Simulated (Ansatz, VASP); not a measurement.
**HfGe in VASP and in Ansatz**

POSCAR

```
HfGe
1.0
    3.5008378700      0.0000000000      0.0000000000
    0.0000000000      3.5008378700      0.0000000000
    0.0000000000      0.0000000000      3.5008378700
Hf Ge
1 1
Direct
    0.0000000000      0.0000000000      0.0000000000
    0.5000000000      0.5000000000      0.5000000000
```

Contents of INCAR.step1:

```
PREC = Accurate ; ENCUT = 600
EDIFF = 1E-5 ; ISMEAR = -1
SIGMA = 0.05 ; LREAL = False
LASPH = True ; NELM = 100
ALGO = Normal ; LWAVE = True
LCHARG = False ; GGA = PE
NBANDS = 19
```

File INCAR.step2:

```
PREC = Accurate ; ENCUT = 600
EDIFF = 1E-6 ; ISMEAR = -1
SIGMA = 0.05 ; LREAL = False
LASPH = True ; NELM = 100
ALGO = Normal ; ISIF = 3
LWAVE = False ; LCHARG = False
GGA = PS ; LHFCALC = True
AEXX = 0.25 ; PRECFOCK = Normal
IBRION = 2 ; NSW = 60
EDIFFG = -0.01 ; ISTART = 1
```

The input KPOINTS:

```
regular mesh
0
Gamma
  4 4 4
```

File input:

```
crystal:
  lattice:
    - [3.50083787, 0.0, 0.0]
    - [0.0, 3.50083787, 0.0]
    - [0.0, 0.0, 3.50083787]
  atoms:
    - { symbol: Hf, position: [0.0, 0.0, 0.0] }
    - { symbol: Ge, position: [0.5, 0.5, 0.5] }
hamiltonian:
  xc: { exchange: pbesol, correlation: pbesol, exx: { coeff: 0.25 } }
  pseudopotentials: { kind: paw }
kpoints:
  mp_grid: { grid: [4, 4, 4] }
scf:
  occupations: { method: fermi_dirac, width: 0.05 }
output:
  forces: true
  stress: true
  eigenvalues: true
relax:
  f_tol: 0.01
  max_steps: 40
  cell: { stress_tol: 0.05 }
```

Alike in both runs: task relaxation of cell and atoms; functional PBEsol-based global hybrid with a share of 0.25 of exact exchange; k mesh 4 × 4 × 4; occupations fermi-dirac, width 0.05 eV; no spin polarisation.

|  | VASP | Ansatz |
| --- | --- | --- |
| version | VASP 6.6.1 | Ansatz 0.2.0 |
| potentials or method | VASP PAW PBE potentials, release 64 (Hf_pv, Ge_d) | Ansatz PAW |
| plane-wave cutoff (eV) | 600 | 420 |
| valence electrons in the cell | 24 | 40 |

VASP gave:

- gap on the k mesh at the Fermi level, each at its own relaxed structure (eV): none
- relaxed volume (Å³/atom): 18.19
- relaxed length of the cell vector where the two differ most in proportion (Å): 3.314

**Question.** Estimate Ansatz's values.

**Answer.** gap on the k mesh at the Fermi level, each at its own relaxed structure (eV): none; relaxed volume (Å³/atom): 18.48; relaxed length of the cell vector where the two differ most in proportion (Å): 3.331.

VASP's potentials were made for PBE, not for PBEsol-based global hybrid. A gap of «none» marks a metal or a gap that the smearing closes. VASP's potentials hold 24 valence electrons a cell and Ansatz's 40, so a difference there can come from the potentials and not from the codes.

The k mesh is coarse, so the values compare programs but aren't converged. Neither program's run includes spin-orbit coupling. Noted on VASP's run: the volume moved by over 15 % at a fixed basis, so the end points are rough. Noted on Ansatz's run: the plane-wave basis is chosen anew once the cell has moved, so the energies of steps on either side of that aren't comparable.
